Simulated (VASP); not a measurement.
# C (P6_3/mmc) in VASP: further runs, part 2 of 2

VASP 6.6.1. Earlier steps stand in the parts before.

### 4 Single point, r2SCAN (strain -0.050 along x and y, +0.000 along z)

Contents of POSCAR:

```
C
1.0
    2.3843477009      0.0000000000      0.0000000000
   -1.1921738505      2.0649056805      0.0000000000
    0.0000000000      0.0000000000      8.2803246248
C
8
Direct
    0.0000000000      0.0000000000      0.0929334757
    0.0000000000      0.0000000000      0.5929334757
    0.0000000000      0.0000000000      0.4070665243
    0.0000000000      0.0000000000      0.9070665243
    0.3333333333      0.6666666667      0.1554962089
    0.6666666667      0.3333333333      0.6554962089
    0.3333333333      0.6666666667      0.3445037911
    0.6666666667      0.3333333333      0.8445037911
```

Contents of INCAR.step1:

```
ALGO = Normal
EDIFF = 1E-4
ENCUT = 520
GGA = PE
ISMEAR = 0
LASPH = T
LCHARG = F
LREAL = F
LWAVE = T
NBANDS = 26
NELM = 100
PREC = Accurate
SIGMA = 0.05
```

Contents of INCAR.step2:

```
ALGO = Normal
EDIFF = 1E-6
ENCUT = 520
ISIF = 2
ISMEAR = 0
ISTART = 1
LASPH = T
LCHARG = F
LMIXTAU = T
LREAL = F
LWAVE = F
METAGGA = R2SCAN
NBANDS = 26
NELM = 100
PREC = Accurate
SIGMA = 0.05
```

Contents of KPOINTS:

```
k-points
0
Gamma
  12 12 4
```

On the command line:

```bash
cat potpaw_PBE.64/C/POTCAR > POTCAR
cp INCAR.step1 INCAR
mpirun -np 1 vasp_std > vasp.out
cp INCAR.step2 INCAR
mpirun -np 1 vasp_std > vasp.out
```

Run time: 2.2 min. Hardware: 1 thread of Intel Xeon Platinum 8375C at 2.90GHz (Ice Lake), shared host; peak memory 0.17 GiB.

It converged, with:

```yaml
Free_energy: -77.4411 eV
Pressure: 59.1 GPa
Largest_force: 0.402 eV/Å
Band_gap_on_the_k_mesh: 4.51 eV
```

Forces in eV/Å, atoms in the order of the input:
```
C    0.000  0.000 -0.275
C    0.000  0.000 -0.275
C    0.000  0.000  0.275
C    0.000  0.000  0.275
C    0.000  0.000  0.402
C    0.000  0.000  0.402
C    0.000  0.000 -0.402
C    0.000  0.000 -0.402
```

Stress tensor (GPa, compression positive):
```
85.71  0.00  0.00
 0.00 85.71  0.00
 0.00  0.00  5.89
```

Levels at points of the mesh, in eV from the valence-band top:
```
           k point  band 13  band 14  band 15  band 16  band 17  band 18  band 19  band 20
(0.00, 0.00, 0.00)    -1.69    -0.43     0.00     0.00     4.51     6.39     6.39     8.23
(0.50, 0.00, 0.00)    -5.73    -5.63    -4.45    -3.72     5.35     5.87     6.49     7.03
(0.00, 0.00, 0.50)    -0.62    -0.62    -0.62    -0.62     7.08     7.08     7.14     7.14
(0.50, 0.00, 0.50)    -5.56    -5.56    -4.39    -4.39     6.15     6.15     7.02     7.02
```

Caveat: the cell differs from its parent crystal (strain -0.050 along x and y, +0.000 along z); the cell stands under pressure; the PAW data sets were made with another functional, which shifts forces and pressure a little.

### 5 Single point, r2SCAN (strain -0.025 along x and y, -0.050 along z)

Edit POSCAR of step 4 so:

```diff
@@ -2,5 +2,5 @@
 1.0
-    2.3843477009      0.0000000000      0.0000000000
-   -1.1921738505      2.0649056805      0.0000000000
-    0.0000000000      0.0000000000      8.2803246248
+    2.4470936931      0.0000000000      0.0000000000
+   -1.2235468465      2.1192453036      0.0000000000
+    0.0000000000      0.0000000000      7.8663083936
 C
```

Contents of INCAR.step1:

```
SYSTEM = C
ALGO     = Normal         ! electronic algorithm
EDIFF    = 1E-4           ! SCF threshold, eV
ENCUT    = 520            ! plane-wave cutoff, eV
GGA      = PE             ! functional
ISMEAR   = 0              ! smearing method
LASPH    = .True.         ! aspherical terms in the spheres
LCHARG   = .False.        ! write CHGCAR
LREAL    = .False.        ! projectors in reciprocal space
LWAVE    = .True.         ! write WAVECAR
NBANDS   = 26             ! bands
NELM     = 80             ! most SCF steps
PREC     = Accurate       ! precision mode
SIGMA    = 0.05           ! smearing width, eV
```

Contents of INCAR.step2:

```
SYSTEM = C
ALGO     = Normal         ! electronic algorithm
EDIFF    = 1E-6           ! SCF threshold, eV
ENCUT    = 520            ! plane-wave cutoff, eV
ISIF     = 2              ! what is computed and relaxed
ISMEAR   = 0              ! smearing method
ISTART   = 1            
LASPH    = .True.         ! aspherical terms in the spheres
LCHARG   = .False.        ! write CHGCAR
LMIXTAU  = .True.       
LREAL    = .False.        ! projectors in reciprocal space
LWAVE    = .False.        ! write WAVECAR
METAGGA  = R2SCAN         ! meta-GGA
NBANDS   = 26             ! bands
NELM     = 80             ! most SCF steps
PREC     = Accurate       ! precision mode
SIGMA    = 0.05           ! smearing width, eV
```

Contents of KPOINTS:

```
k-points
0
Gamma
  12 12 4
  0 0 0
```

On the command line:

```bash
cat potpaw_PBE.64/C/POTCAR > POTCAR
cp INCAR.step1 INCAR
mpirun -np 1 vasp_std > vasp.out
cp INCAR.step2 INCAR
mpirun -np 1 vasp_std > vasp.out
```

Wall time 2.2 min (1 thread of Intel Xeon Platinum 8375C at 2.90GHz (Ice Lake), shared host); peak memory 0.17 GiB.

It converged, with:

| Item | Value |
| --- | --- |
| Free energy | -77.7052 eV |
| Pressure | 57.5 GPa |
| Largest force | 0.190 eV/Å |
| Band gap on the k mesh | 4.68 eV (least direct gap 5.44 eV) |

Forces on the atoms (eV/Å):
```
C    0.000  0.000  0.190
C    0.000  0.000  0.190
C    0.000  0.000 -0.190
C    0.000  0.000 -0.190
C    0.000  0.000 -0.178
C    0.000  0.000 -0.178
C    0.000  0.000  0.178
C    0.000  0.000  0.178
```

Stress tensor (GPa, compression positive):
```
43.11  0.00  0.00
 0.00 43.11  0.00
 0.00  0.00 86.38
```

Levels at points of the mesh, in eV from the valence-band top:
```csv
k point,band 12,band 13,band 14,band 15,band 16,band 17,band 18,band 19,band 20,band 21
"(0.00, 0.00, 0.00)",-2.24,-2.24,-0.29,0.00,0.00,5.44,5.44,6.64,7.63,7.63
"(0.50, 0.00, 0.00)",-6.00,-5.89,-5.29,-4.27,-3.35,4.68,6.29,6.39,6.68,8.08
"(0.00, 0.00, 0.50)",-2.83,-0.87,-0.87,-0.87,-0.87,6.43,6.43,6.43,6.43,7.68
"(0.50, 0.00, 0.50)",-7.22,-5.49,-5.49,-4.27,-4.27,5.09,5.09,7.89,7.89,8.60
```

Caveat: the cell differs from its parent crystal (strain -0.025 along x and y, -0.050 along z); the cell stands under pressure; the PAW data sets were made with another functional, which shifts forces and pressure a little.

### 6 The runs side by side

| cell | gap on the mesh (eV) | pressure (GPa) | largest force (eV/Å) |
| --- | --- | --- | --- |
| a = 2.384, b = 2.384, c = 7.866 Å, angles 90.0, 90.0, 120.0°, 8 atoms | 5.18 | 93.6 | 0.16 |
| a = 2.384, b = 2.384, c = 8.073 Å, angles 90.0, 90.0, 120.0°, 8 atoms | 5.26 | 74.9 | 0.37 |
| a = 2.384, b = 2.384, c = 8.280 Å, angles 90.0, 90.0, 120.0°, 8 atoms | 4.51 | 59.1 | 0.40 |
| a = 2.447, b = 2.447, c = 7.866 Å, angles 90.0, 90.0, 120.0°, 8 atoms | 4.68 | 57.5 | 0.19 |

Alike in all rows: task single point; level r2SCAN; potentials or basis VASP PAW PBE potentials, release 64 (C); no spin polarisation; k mesh 12 × 12 × 4; cutoff (eV) 520; smearing gaussian 0.05 eV.

Caveats: the cell stands under pressure; the PAW data sets were made with another functional, which shifts forces and pressure a little.

Absolute energies hang on the potentials; compare differences alone.
